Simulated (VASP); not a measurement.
# WSe2 (Pm) in VASP: single point with PBE

Aim: the single point of WSe2 with PBE.

Everything below comes from runs of VASP 6.6.1. Logs are shortened: lines on timing, memory, paths and dates and some standing lists are left out, and cuts for length are marked.

### Step 1. The cell of the first run

Symmetry: Pm, No. 6, monoclinic system. Conventional cell: a = 3.224 Å, b = 7.184 Å, c = 3.298 Å, α = 90.00°, β = 117.78°, γ = 90.00°. W (site symmetry m) has 6 Se at 2.51 to 2.55 Å and 6 W at 3.22 to 3.37 Å within 3.4 Å. Within 3.4 Å of Se (site symmetry 1) lie 3 W at 2.51 to 2.55 Å and 7 Se at 3.22 to 3.37 Å.

### Step 2. Single point, PBE (shear xy strain -5.1%)

Contents of INCAR:

```
PREC = Accurate
ENCUT = 520
EDIFF = 1E-6
ISMEAR = -1
SIGMA = 0.02
LREAL = F
LASPH = T
NELM = 60
ALGO = Normal
ISIF = 2
LWAVE = F
LCHARG = T
GGA = PE
LELF = T
LVHAR = T
NBANDS = 20
```

Contents of KPOINTS:

```
regular mesh
0
Gamma
  12 12 4
```

Contents of POSCAR:

```
WSe2
1.0
    3.2972133755     -0.0845735231      0.0000000000
   -1.7218495072      2.8977573065      0.0000000000
    0.0000000000      0.0000000000      7.1842727630
W Se
1 2
Direct
    0.0039334817      0.0003745799      0.0000000000
    0.3313665924      0.6664793767      0.2318576328
    0.3313665924      0.6664793767      0.7681423672
```

Potentials or basis: VASP PAW PBE potentials, release 64 (W_sv, Se).

Command:

```sh
$ cat potpaw_PBE.64/W_sv/POTCAR potpaw_PBE.64/Se/POTCAR > POTCAR
$ mpirun -np 1 vasp_std > vasp.out
```

OUTCAR:

```text
PREC = Accurate
   ENCUT = 520
   EDIFF = 1E-6
   ISMEAR = -1
   LREAL = F
   LASPH = T
   NELM = 60
   ISIF = 2
   GGA = PE

 ion  position               nearest neighbor table
   1  0.004  0.000  0.000-   2 2.51   3 2.51   2 2.53   3 2.53   2 2.55   3 2.55
   2  0.331  0.666  0.232-   1 2.51   1 2.53   1 2.55
   3  0.331  0.666  0.768-   1 2.51   1 2.53   1 2.55

  LATTYP: Found a simple monoclinic cell.
 ALAT       =     3.2242478684
 B/A-ratio  =     2.2282011360
 C/A-ratio  =     1.0229665917
 COS(beta)  =    -0.4660657347

  Lattice vectors:

 A1 = (   1.5753638683,   2.8131837834,   0.0000000000)
 A2 = (   0.0000000000,   0.0000000000,  -7.1842727630)
 A3 = (  -3.2972133755,   0.0845735231,   0.0000000000)

Analysis of symmetry for initial positions (statically):
=====================================================================
 Subroutine PRICEL returns:
 Original cell was already a primitive cell.

 Routine SETGRP: Setting up the symmetry group for a
 simple monoclinic supercell.

 Subroutine GETGRP returns: Found  2 space group operations
 (whereof  2 operations were pure point group operations)
 out of a pool of  4 trial point group operations.

The static configuration has the point symmetry C_1h.

Analysis of symmetry for dynamics (positions and initial velocities):
=====================================================================
 Subroutine PRICEL returns:
 Original cell was already a primitive cell.

 Routine SETGRP: Setting up the symmetry group for a
 simple monoclinic supercell.

 Subroutine GETGRP returns: Found  2 space group operations
 (whereof  2 operations were pure point group operations)
 out of a pool of  4 trial point group operations.

The dynamic configuration has the point symmetry C_1h.

 Subroutine INISYM returns: Found  2 space group operations
 (whereof  2 operations are pure point group operations),
 and found     1 'primitive' translations

----------------------------------------------------------------------------------------

                                     Primitive cell

  volume of cell :      67.5961

  direct lattice vectors                    reciprocal lattice vectors
     3.297213376 -0.084573523  0.000000000     0.307980414  0.183002187  0.000000000
[... 78 lines left out ...]
 SYSTEM =  unknown system
   PREC   = accura    normal or accurate (medium, high low for compatibility)
   ISTART =      0    job   : 0-new  1-cont  2-samecut
   ICHARG =      2    charge: 1-file 2-atom 10-const
   ISPIN  =      1    spin polarized calculation?
   LNONCOLLINEAR =      F non collinear calculations
   LSORBIT =      F    spin-orbit coupling
   LASPH  =      T    aspherical Exc in radial PAW
   ENCUT  =  520.0 eV  38.22 Ry    6.18 a.u.   6.13  6.27 13.36*2*pi/ulx,y,z
   NELM   =     60;   NELMIN=  2; NELMDL= -5     # of ELM steps
   EDIFF  = 0.1E-05   stopping-criterion for ELM
   LREAL  =      F    real-space projection
   EDIFFG = 0.1E-04   stopping-criterion for IOM
   NSW    =      0    number of steps for IOM
   IBRION =     -1    ionic relax: 0-MD 1-quasi-New 2-CG
   NFREE  =      0    steps in history (QN), initial steepest desc. (CG)
   ISIF   =      2    stress and relaxation
   ISYM   =      2    0-nonsym 1-usesym 2-fastsym
   POTIM  = 0.5000    time-step for ionic-motion
   TEBEG  =    0.0;   TEEND  =   0.0 temperature during run
   PSTRESS=    0.0 pullay stress
   NELECT =      26.0000    total number of electrons
   NUPDOWN=      -1.0000    fix difference up-down
   EMIN   =  10.00;   EMAX   =-10.00  energy-range for DOS
   EFERMI =   0.00;   METHOD = LEGACY
   ISMEAR =    -1;   SIGMA  =   0.02  broadening in eV -4-tet -1-fermi 0-gaus
   EFERMI_NEDOS =   21; number of points for ismear=-14 and -15
   IALGO  =     38    algorithm
   IMIX   =      4    mixing-type and parameters
     AMIX     =   0.40;   BMIX     =  1.00
     AMIX_MAG =   1.60;   BMIX_MAG =  1.00
  volume/ion in A,a.u.               =      22.53       152.05
  Fermi-wavevector in a.u.,A,eV,Ry     =   1.190580  2.249871 19.286007  1.417482
  Thomas-Fermi vector in A             =   2.326662
   LORBIT       =      0    0 simple, 1 ext, 2 COOP (PROOUT), +10 PAW based schemes
   GGA     = PE    functional components
[... 5 lines left out ...]
 non-spin polarized calculation
  energy-cutoff  :      520.00
  volume of cell :       67.60
 maximum number of plane-waves:      1844
 NGX is ok and might be reduce to    28
   NGX = 13   NGY = 13   NGZ = 27

 number of electron      25.9999997 magnetization

 Free energy of the ion-electron system (eV)
  ---------------------------------------------------
  ext. energy  EPLUGINS =         0.00000000
  ---------------------------------------------------
  free energy    TOTEN  =       -21.54687961 eV

  energy without entropy =      -21.54687961  energy(sigma->0) =      -21.54687961

 E-fermi :   5.3460     XC(G=0):  -9.9748

 val. band max:        4.9207678210   @ k =   0.0000   0.0000   0.5000
 cond. band min:       6.2801445703   @ k =   0.1667   0.1667   0.0000
 fundamental gap:      1.3593767493
 Fermi energy:         5.3459892920

 k-point     1 :       0.0000    0.0000    0.0000
  band No.  band energies     occupation
      1     -69.1591      2.00000
      2     -33.4073      2.00000
      3     -33.3243      2.00000
      4     -33.2385      2.00000
      5     -10.0021      2.00000
      6      -8.6228      2.00000
[... 541 lines left out ...]
     19      12.1128      0.00000
     20      13.0328      0.00000

 [... further k-points ...]

------------------------ aborting loop because EDIFF is reached ----------------------------------------

  FORCE on cell =-STRESS in cart. coord.  units (eV):
  Direction    XX          YY          ZZ          XY          YZ          ZX
  --------------------------------------------------------------------------------------
  -------------------------------------------------------------------------------------
  Total        1.2729506      1.4301491      1.7917615      1.5249265      0.0000000      0.0000000
  in kB       30.1717441     33.8976947     42.4687095     36.1441299      0.0000000      0.0000000
  external PRESSURE =      35.5127161 kB  Pullay stress =       0.0000000 kB

 VOLUME and BASIS-vectors are now :
 -----------------------------------------------------------------------------
  energy-cutoff  :      520.00
  volume of cell :       67.60
      direct lattice vectors                 reciprocal lattice vectors
     3.297213376 -0.084573523  0.000000000     0.307980414  0.183002187  0.000000000
    -1.721849507  2.897757306  0.000000000     0.008988672  0.350435538  0.000000000
     0.000000000  0.000000000  7.184272763     0.000000000  0.000000000  0.139192933

 POSITION                                       TOTAL-FORCE (eV/Angst)
 -----------------------------------------------------------------------------------
      0.01232      0.00075      0.00000         0.053096      0.000123      0.000000
     -0.05499      1.90327      1.66573        -0.026548     -0.000061      0.341556
     -0.05499      1.90327      5.51854        -0.026548     -0.000061     -0.341556
 -----------------------------------------------------------------------------------
    total drift:                                0.000233      0.000135     -0.000000

  FREE ENERGIE OF THE ION-ELECTRON SYSTEM (eV)
  ---------------------------------------------------
  free  energy   TOTEN  =       -21.5468796058 eV

  energy  without entropy=      -21.5468796058  energy(sigma->0) =      -21.54687961
```

stdout:

```text
POSCAR found type information on POSCAR W Se
 POSCAR found :  2 types and       3 ions
 scaLAPACK will be used
 LDA part: xc-table for (Slater+PW92), standard interpolation
 POSCAR, INCAR and KPOINTS ok, starting setup
 FFT: planning ... GRIDC
 FFT: planning ... GRID_SOFT
 FFT: planning ... GRID
 WAVECAR not read
 entering main loop
```

Wall time 2.5 min (1 thread of Intel Xeon 6975P-C (Granite Rapids), shared host); peak memory 0.41 GiB.

What came out:

```yaml
Free_energy: -21.5469 eV
Pressure: 3.6 GPa
Largest_force: 0.343 eV/Å
Band_gap_on_the_k_mesh: 1.36 eV (least direct gap 1.54 eV)
```

Forces in eV/Å, atoms in the order of the input:
```
W    0.053  0.000  0.000
Se  -0.027  0.000  0.342
Se  -0.027  0.000 -0.342
```

Levels at points of the mesh, in eV from the valence-band top:
| k point | band 11 | band 12 | band 13 | band 14 | band 15 | band 16 |
| --- | --- | --- | --- | --- | --- | --- |
| (0.00, 0.00, 0.00) | -1.43 | -1.10 | -0.74 | 2.80 | 2.80 | 3.10 |
| (0.50, 0.00, 0.00) | -1.75 | -1.36 | -1.07 | 2.35 | 2.66 | 3.93 |
| (0.00, 0.50, 0.00) | -1.85 | -1.21 | -1.02 | 2.18 | 2.72 | 4.04 |
| (0.50, 0.50, 0.00) | -1.97 | -1.35 | -0.69 | 2.29 | 2.62 | 3.83 |
| (0.00, 0.00, 0.50) | -1.50 | -1.12 | 0.00 | 2.74 | 2.89 | 3.05 |
| (0.50, 0.00, 0.50) | -2.42 | -1.30 | -0.79 | 2.37 | 2.92 | 3.25 |
| (0.00, 0.50, 0.50) | -2.51 | -0.98 | -0.90 | 2.20 | 2.97 | 3.33 |
| (0.50, 0.50, 0.50) | -2.63 | -1.05 | -0.64 | 2.31 | 2.79 | 3.43 |

Caveat: the cell differs from its parent crystal (shear xy strain -5.1%); the cell stands under pressure; spin-orbit coupling is left out, which moves the levels of the heavy elements; this functional lacks dispersion, which binds the layers, so the pressure and a relaxed spacing across them are unreliable. A k mesh can miss the band edges.
